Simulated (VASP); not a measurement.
Input of a VASP 6.6.1 run:

The input POSCAR:

```
HgTe
1.0
    4.2614311701      0.0000000000      0.0000000000
   -2.1307155851      3.6905076498      0.0000000000
    0.0000000000      0.0000000000      7.4700936535
Hg Te
2 2
Direct
    0.0000000000      0.0000000000      0.0000000000
    0.0000000000      0.0000000000      0.5000000000
    0.3333333333      0.6666666667      0.2500000000
    0.6666666667      0.3333333333      0.7500000000
```

File INCAR.step1:

```
SYSTEM = HgTe
PREC = Accurate
ENCUT = 600
ISMEAR = -1
SIGMA = 0.02
LREAL = .False.
LASPH = .True.
NELM = 100
GGA = PE
ALGO = Normal
EDIFF = 1E-4
LWAVE = .True.
LCHARG = .False.
```

The input INCAR.step2:

```
SYSTEM = HgTe
PREC = Accurate
ENCUT = 600
EDIFF = 1E-6
ISMEAR = -1
SIGMA = 0.02
LREAL = .False.
LASPH = .True.
NELM = 100
ALGO = Normal
ISIF = 3
LWAVE = .False.
LCHARG = .False.
METAGGA = R2SCAN
LMIXTAU = .True.
IBRION = 2
NSW = 80
EDIFFG = -0.005
ISTART = 1
```

File KPOINTS:

```
Automatic mesh
0
Gamma
  6 6 4
  0 0 0
```

Potentials or basis: VASP PAW PBE potentials, release 64 (Hg, Te).

Launch:

```bash
$ cat potpaw_PBE.64/Hg/POTCAR potpaw_PBE.64/Te/POTCAR > POTCAR
$ cp INCAR.step1 INCAR
$ mpirun -np 1 vasp_std > vasp.out
$ cp INCAR.step2 INCAR
$ mpirun -np 1 vasp_std > vasp.out
```

**Question.** Estimate the space group after relaxing (to 0.05 Å).

**Answer.** P6_3/mmc (No. 194).

**Question.** What does it give for the band gap on the k mesh?

**Answer.** Zero (band 18 reaches 4.42 eV, above the bottom of band 19 at 2.06 eV).

The path:
| step | energy change (eV) | largest force (eV/Å) | pressure (GPa) | volume (Å³) |
| --- | --- | --- | --- | --- |
| 1 | 0.0000 | 0.0000 | -0.98 | 117.48 |
| 2 | -0.0068 | 0.0000 | 0.35 | 114.45 |
| 3 | -0.0075 | 0.0000 | 0.01 | 115.15 |
| 4 | -0.0075 | 0.0000 | -0.01 | 115.20 |
| 5 | -0.0075 | 0.0000 | -0.01 | 115.21 |
| 6 | -0.0075 | 0.0000 | -0.02 | 115.22 |

Caveat: the PAW data sets were made with another functional, which shifts forces and pressure a little; spin-orbit coupling is left out, which moves the levels of the heavy elements.
